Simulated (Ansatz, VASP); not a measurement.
**One calculation of Ag, two programs**

```
Ag
1.0
    -0.01026    2.05218    2.05218
     2.05218   -0.01026    2.05218
     2.04192    2.04192    0.00000
Ag
1
Direct
  0.00000 0.00000 0.00000
```

Change from the starting cell: xy shear strain of -1 %, crystal datasets.

Alike in both runs: task electric field gradients; functional r2SCAN; k mesh 14 × 14 × 14; occupations fermi-dirac, width 0.05 eV; no spin polarisation.

|  | VASP | Ansatz |
| --- | --- | --- |
| version | VASP 6.6.1 | Ansatz 0.2.0 |
| potentials or method | VASP PAW PBE potentials, release 64 (Ag), cutoff 520 eV | all-electron PAW with datasets made for the crystal, scalar-relativistic |

```csv
,VASP,Ansatz,Ansatz less VASP
pressure (GPa),0.2,0.1,-0.07
"traceless stress, the component that is largest in VASP (GPa)",0.42,0.41,-0.008
size of Vzz on the site where it differs most (V/Å²),0.7,0.1,-0.59
```

VASP's potentials were made for PBE, not for r2SCAN. Ansatz ran all-electron here, and VASP with PAW potentials.
